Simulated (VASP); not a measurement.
# C (I4_1/amd) in VASP: a series of runs

The runs below take C through single point, with PBE.

Program: VASP 6.6.1. These are calculated values, not measurements. Logs are shortened: lines on timing, memory, paths and dates and some standing lists are left out, and cuts for length are marked.

## 1. The cell of the first run

It takes space group I4_1/amd (No. 141, tetragonal). The conventional cell has a = 3.982 Å, b = 3.982 Å, c = 2.168 Å, α = 90.00°, β = 90.00°, γ = 90.00°. Within 2.7 Å of C (site symmetry -4m2) lie 10 C at 2.06 to 2.57 Å.

## 2. Single point, PBE (Si replaced by C, lengths x 0.811, strained)

INCAR reads:

```
  PREC = Accurate
  ENCUT = 520
  EDIFF = 1E-6
  ISMEAR = 0
  SIGMA = 0.1
  LREAL = F
  LASPH = T
  NELM = 80
  ALGO = Normal
  ISIF = 2
  LWAVE = F
  LCHARG = F
  GGA = PE
  NBANDS = 11
```

KPOINTS reads:

```
Automatic mesh
0
Gamma
  10 10 10
```

POSCAR reads:

```
C
1.0
   -1.9910875053      1.9910875053      1.0837644428
    1.9910875053     -1.9910875053      1.0837644428
    1.9910875053      1.9910875053     -1.0837644428
C
2
Direct
    0.2500000000      0.7500000000      0.5000000000
    0.5000000000      0.5000000000      0.0000000000
```

Potentials or basis: VASP PAW PBE potentials, release 64 (C).

Launch:

```bash
$ cat potpaw_PBE.64/C/POTCAR > POTCAR
$ mpirun -np 1 vasp_std > vasp.out
```

OUTCAR:

```text
PREC = Accurate
   ENCUT = 520
   EDIFF = 1E-6
   ISMEAR = 0
   LREAL = F
   LASPH = T
   NELM = 80
   ISIF = 2
   GGA = PE

 ion  position               nearest neighbor table
   1  0.250  0.750  0.500-   2 2.06   2 2.06   2 2.06   2 2.06
   2  0.500  0.500  0.000-   1 2.06   1 2.06   1 2.06   1 2.06

  LATTYP: Found a body centered tetragonal cell.
 ALAT       =     3.9821750106
 C/A-ratio  =     0.5443077916

  Lattice vectors:

 A1 = (  -1.9910875053,   1.9910875053,   1.0837644428)
 A2 = (   1.9910875053,  -1.9910875053,   1.0837644428)
 A3 = (   1.9910875053,   1.9910875053,  -1.0837644428)

Analysis of symmetry for initial positions (statically):
=====================================================================
 Subroutine PRICEL returns:
 Original cell was already a primitive cell.

 Routine SETGRP: Setting up the symmetry group for a
 body centered tetragonal supercell.

 Subroutine GETGRP returns: Found 16 space group operations
 (whereof  8 operations were pure point group operations)
 out of a pool of 16 trial point group operations.

The static configuration has the point symmetry D_2d.
 The point group associated with its full space group is D_4h.

Analysis of symmetry for dynamics (positions and initial velocities):
=====================================================================
 Subroutine PRICEL returns:
 Original cell was already a primitive cell.

 Routine SETGRP: Setting up the symmetry group for a
 body centered tetragonal supercell.

 Subroutine GETGRP returns: Found 16 space group operations
 (whereof  8 operations were pure point group operations)
 out of a pool of 16 trial point group operations.

The dynamic configuration has the point symmetry D_2d.
 The point group associated with its full space group is D_4h.

 Subroutine INISYM returns: Found 16 space group operations
 (whereof  8 operations are pure point group operations),
 and found     1 'primitive' translations

----------------------------------------------------------------------------------------

                                     Primitive cell

  volume of cell :      17.1860

  direct lattice vectors                    reciprocal lattice vectors
    -1.991087505  1.991087505  1.083764443     0.000000000  0.251119049  0.461354867
     1.991087505 -1.991087505  1.083764443     0.251119049  0.000000000  0.461354867
     1.991087505  1.991087505 -1.083764443     0.251119049  0.251119049  0.000000000

  length of vectors
     3.017184826  3.017184826  3.017184826     0.525270492  0.525270492  0.355135964

  position of ions in fractional coordinates (direct lattice)
     0.250000000  0.750000000  0.500000000
     0.500000000  0.500000000  0.000000000

  ion indices of the primitive-cell ions
   primitive index   ion index
                 1           1
                 2           2

----------------------------------------------------------------------------------------

 KPOINTS: Automatic mesh

Automatic generation of k-mesh.
 Grid dimensions read from file:
 generate k-points for:   10   10   10

 Generating k-lattice:

  Cartesian coordinates                     Fractional coordinates (reciprocal lattice)
     0.000000000  0.025111905  0.046135487     0.100000000  0.000000000  0.000000000
     0.025111905  0.000000000  0.046135487     0.000000000  0.100000000  0.000000000
     0.025111905  0.025111905  0.000000000     0.000000000  0.000000000  0.100000000

  Length of vectors
     0.052527049  0.052527049  0.035513596

  Shift w.r.t. Gamma in fractional coordinates (k-lattice)
     0.000000000  0.000000000  0.000000000

 Subroutine IBZKPT returns following result:
 ===========================================

 Found    102 irreducible k-points:

 Following reciprocal coordinates:
            Coordinates               Weight
  0.000000  0.000000  0.000000      1.000000
  0.100000  0.000000 -0.000000      8.000000
  0.200000  0.000000 -0.000000      8.000000
  0.300000 -0.000000  0.000000      8.000000
  0.400000  0.000000  0.000000      8.000000
  0.500000  0.000000  0.000000      4.000000
[... 16 lines left out ...]
  0.300000  0.300000  0.000000      8.000000
  0.400000  0.300000  0.000000     16.000000
 [... further k-points ...]
   k-points           NKPTS =    102   k-points in BZ     NKDIM =    102   number of bands    NBANDS=     11
   number of dos      NEDOS =    301   number of ions     NIONS =      2
   total plane-waves  NPLWV =  13824
   dimension x,y,z NGX =    24 NGY =   24 NGZ =   24
   dimension x,y,z NGXF=    48 NGYF=   48 NGZF=   48
   ions per type =               2
   NGX,Y,Z   is equivalent  to a cutoff of  13.22, 13.22, 13.22 a.u.
   NGXF,Y,Z  is equivalent  to a cutoff of  26.45, 26.45, 26.45 a.u.
 SYSTEM =  unknown system
   PREC   = accura    normal or accurate (medium, high low for compatibility)
   ISTART =      0    job   : 0-new  1-cont  2-samecut
   ICHARG =      2    charge: 1-file 2-atom 10-const
   ISPIN  =      1    spin polarized calculation?
   LNONCOLLINEAR =      F non collinear calculations
   LSORBIT =      F    spin-orbit coupling
   LASPH  =      T    aspherical Exc in radial PAW
   ENCUT  =  520.0 eV  38.22 Ry    6.18 a.u.   5.61  5.61  5.61*2*pi/ulx,y,z
   NELM   =     80;   NELMIN=  2; NELMDL= -5     # of ELM steps
   EDIFF  = 0.1E-05   stopping-criterion for ELM
   LREAL  =      F    real-space projection
   EDIFFG = 0.1E-04   stopping-criterion for IOM
   NSW    =      0    number of steps for IOM
   IBRION =     -1    ionic relax: 0-MD 1-quasi-New 2-CG
   NFREE  =      0    steps in history (QN), initial steepest desc. (CG)
   ISIF   =      2    stress and relaxation
   ISYM   =      2    0-nonsym 1-usesym 2-fastsym
   POTIM  = 0.5000    time-step for ionic-motion
   TEBEG  =    0.0;   TEEND  =   0.0 temperature during run
   PSTRESS=    0.0 pullay stress
   NELECT =       8.0000    total number of electrons
   NUPDOWN=      -1.0000    fix difference up-down
   EMIN   =  10.00;   EMAX   =-10.00  energy-range for DOS
   EFERMI =   0.00;   METHOD = LEGACY
   ISMEAR =     0;   SIGMA  =   0.10  broadening in eV -4-tet -1-fermi 0-gaus
   EFERMI_NEDOS =   21; number of points for ismear=-14 and -15
   IALGO  =     38    algorithm
   IMIX   =      4    mixing-type and parameters
     AMIX     =   0.40;   BMIX     =  1.00
     AMIX_MAG =   1.60;   BMIX_MAG =  1.00
  volume/ion in A,a.u.               =       8.59        57.99
  Fermi-wavevector in a.u.,A,eV,Ry     =   1.268760  2.397610 21.902020  1.609753
  Thomas-Fermi vector in A             =   2.401838
   LORBIT       =      0    0 simple, 1 ext, 2 COOP (PROOUT), +10 PAW based schemes
   GGA     = PE    functional components
   LHFCALC =     F    Hartree Fock is set to
   AEXX    =    0.0000 exact exchange contribution
   IVDW    =     0    specifies the selected vdW correction
   LEPSILON=     F    determine dielectric tensor
   LRPA    =     F    only Hartree local field effects (RPA)
 non-spin polarized calculation
 Gauss-broadening in eV      SIGMA  =   0.10
  energy-cutoff  :      520.00
  volume of cell :       17.19
 maximum number of plane-waves:       478
 NGX is ok and might be reduce to    24
   NGX = 11   NGY = 11   NGZ = 11

 number of electron       8.0000000 magnetization

 Free energy of the ion-electron system (eV)
  ---------------------------------------------------
  ext. energy  EPLUGINS =         0.00000000
  ---------------------------------------------------
  free energy    TOTEN  =       -10.93064357 eV

  energy without entropy =      -10.92696740  energy(sigma->0) =      -10.92880549

 E-fermi :   5.2499     XC(G=0): -11.8096

 val. band max:        5.2491453250   @ k =  -0.2000  -0.2000   0.1000
 cond. band min:       5.2620721969   @ k =  -0.4000  -0.4000   0.3000
 fundamental gap:      0.0129268719
 Fermi energy:         5.2499389016

 k-point     1 :       0.0000    0.0000    0.0000
  band No.  band energies     occupation
      1     -11.3586      2.00000
      2       1.5287      2.00000
      3       2.0165      2.00000
      4       2.0165      2.00000
      5      11.7355      0.00000
      6      11.7355      0.00000
      7      11.8006      0.00000
      8      11.8412      0.00000
      9      14.8358      0.00000
     10      28.5833      0.00000
     11      28.6561      0.00000

 k-point     2 :       0.1000    0.0000   -0.0000
  band No.  band energies     occupation
      1     -11.0176      2.00000
      2       0.7177      2.00000
      3       2.0476      2.00000
      4       3.2919      2.00000
      5      10.6333      0.00000
      6      10.9051      0.00000
      7      11.5738      0.00000
      8      11.7347      0.00000
      9      15.4722      0.00000
     10      28.0848      0.00000
     11      28.7987      0.00000

 k-point     3 :       0.2000    0.0000   -0.0000
  band No.  band energies     occupation
      1     -10.0006      2.00000
      2       0.2109      2.00000
      3       2.1911      2.00000
      4       5.0446      1.99632
      5       8.0771      0.00000
      6       8.8049      0.00000
      7      10.8369      0.00000
      8      11.6061      0.00000
      9      17.2374      0.00000
     10      24.7216      0.00000
     11      25.4856      0.00000

 k-point     4 :       0.3000   -0.0000    0.0000
  band No.  band energies     occupation
      1      -8.3297      2.00000
      2       0.1601      2.00000
      3       2.5116      2.00000
      4       4.3854      2.00000
      5       6.2600      0.00000
      6       7.5004      0.00000
      7      10.1223      0.00000
      8      11.1010      0.00000
      9      19.4598      0.00000
     10      22.5457      0.00000
     11      24.0861      0.00000

 k-point     5 :       0.4000    0.0000    0.0000
  band No.  band energies     occupation
      1      -6.0687      2.00000
      2      -0.3050      2.00000
      3       1.9980      2.00000
      4       2.9315      2.00000
      5       4.2258      2.00000
      6       8.5101      0.00000
      7      10.0553      0.00000
      8      10.3135      0.00000
      9      20.4654      0.00000
     10      21.7644      0.00000
     11      26.1607      0.00000
[... 211 lines left out ...]
 k-point    21 :      -0.3000    0.2000    0.0000
  band No.  band energies     occupation
      1     -10.0924      2.00000
      2      -2.9007      2.00000
      3       2.6974      2.00000
      4       5.8086      0.00000
      5       8.6185      0.00000
      6      10.6211      0.00000
      7      10.7828      0.00000
      8      11.5003      0.00000
      9      18.8038      0.00000
     10      27.7836      0.00000
     11      28.2359      0.00000

 k-point    22 :      -0.2000    0.2000    0.0000
  band No.  band energies     occupation
      1     -10.7388      2.00000
      2      -2.1484      2.00000
      3       2.6104      2.00000
      4       4.6888      2.00000
      5       9.8448      0.00000
      6      10.8963      0.00000
      7      11.7670      0.00000
      8      12.1176      0.00000
      9      17.2688      0.00000
     10      28.8008      0.00000
     11      29.1437      0.00000

 k-point    23 :       0.3000    0.3000    0.0000
  band No.  band energies     occupation
      1      -3.4785      2.00000
      2      -3.0614      2.00000
      3      -0.2942      2.00000
      4       3.4602      2.00000
      5       5.4729      0.00162
      6       6.8766      0.00000
      7      11.1094      0.00000
      8      11.3656      0.00000
      9      21.2140      0.00000
     10      22.4260      0.00000
     11      26.2537      0.00000

 k-point    24 :       0.4000    0.3000    0.0000
  band No.  band energies     occupation
      1      -5.6957      2.00000
      2      -4.3008      2.00000
      3       2.4971      2.00000
      4       4.1675      2.00000
      5       5.7681      0.00000
      6       7.6254      0.00000
      7      10.5976      0.00000
      8      11.2227      0.00000
      9      22.6087      0.00000
     10      24.2055      0.00000
     11      26.4455      0.00000

 [... further k-points ...]
[... 5 lines left out ...]
  --------------------------------------------------------------------------------------
  -------------------------------------------------------------------------------------
  Total       -6.1895380     -6.1895380     -4.3414788      0.0000000     -0.0000000      0.0000000
  in kB     -577.0231443   -577.0231443   -404.7367899      0.0000000     -0.0000000      0.0000000
  external PRESSURE =    -519.5943595 kB  Pullay stress =       0.0000000 kB

 VOLUME and BASIS-vectors are now :
 -----------------------------------------------------------------------------
  energy-cutoff  :      520.00
  volume of cell :       17.19
      direct lattice vectors                 reciprocal lattice vectors
    -1.991087505  1.991087505  1.083764443     0.000000000  0.251119049  0.461354867
     1.991087505 -1.991087505  1.083764443     0.251119049  0.000000000  0.461354867
     1.991087505  1.991087505 -1.083764443     0.251119049  0.251119049  0.000000000

 POSITION                                       TOTAL-FORCE (eV/Angst)
 -----------------------------------------------------------------------------------
      1.99109     -0.00000      0.54188        -0.000000      0.000000     -0.000000
      0.00000      0.00000      1.08376         0.000000     -0.000000      0.000000
 -----------------------------------------------------------------------------------
    total drift:                               -0.000000     -0.000000     -0.000000

  FREE ENERGIE OF THE ION-ELECTRON SYSTEM (eV)
  ---------------------------------------------------
  free  energy   TOTEN  =       -10.9306435699 eV

  energy  without entropy=      -10.9269674012  energy(sigma->0) =      -10.92880549
```

Wall time 4.6 s (1 thread of Intel Xeon 6975P-C (Granite Rapids), shared host); peak memory 0.13 GiB.

What came out:

```
Free energy            : -10.9306 eV
Pressure               : -52.0 GPa
Band gap on the k mesh : zero (bands 4 and 5 overlap by 5.57 eV)
```

Caveat: the cell differs from its parent crystal (Si replaced by C, lengths x 0.811, strained); the cell stands under tension.

## 3. Single point, PBE (Si replaced by C, lengths x 0.811, strained)

INCAR reads:

```
PREC = Accurate
ENCUT = 520
EDIFF = 1E-6
ISMEAR = 0
SIGMA = 0.1
LREAL = False
LASPH = True
NELM = 60
ALGO = Normal
ISIF = 2
LWAVE = False
LCHARG = True
GGA = PE
LELF = True
LVHAR = True
NBANDS = 11
```

KPOINTS reads:

```
Automatic mesh
0
Gamma
  22 22 22
```

POSCAR is that of step 2.

Potentials or basis: VASP PAW PBE potentials, release 64 (C).

Launch:

```bash
$ cat potpaw_PBE.64/C/POTCAR > POTCAR
$ mpirun -np 1 vasp_std > vasp.out
```

Wall time 33 s (1 thread of Intel Xeon 6975P-C (Granite Rapids), shared host); peak memory 0.23 GiB.

It converged, with:

- Free energy: -10.9240 eV
- Pressure: -52.4 GPa
- Band gap on the k mesh: zero (bands 4 and 5 overlap by 6.12 eV)

Stress tensor (GPa, compression positive):
```
-59.77   0.00   0.00
  0.00 -59.77   0.00
  0.00   0.00 -37.72
```

Levels at points of the mesh, in eV from the Fermi level:
| k point | band 2 | band 3 | band 4 | band 5 | band 6 | band 7 |
| --- | --- | --- | --- | --- | --- | --- |
| (0.00, 0.00, 0.00) | -3.58 | -3.09 | -3.09 | 6.63 | 6.63 | 6.69 |
| (0.50, 0.00, 0.00) | -7.52 | -2.60 | -2.43 | -1.96 | 3.52 | 4.80 |
| (0.50, 0.50, 0.00) | -12.66 | 0.45 | 0.45 | 2.79 | 2.79 | 6.64 |
| (0.50, 0.50, 0.50) | -10.01 | -7.33 | -7.33 | 6.00 | 6.00 | 8.56 |

Caveat: the cell differs from its parent crystal (Si replaced by C, lengths x 0.811, strained); the cell stands under tension.
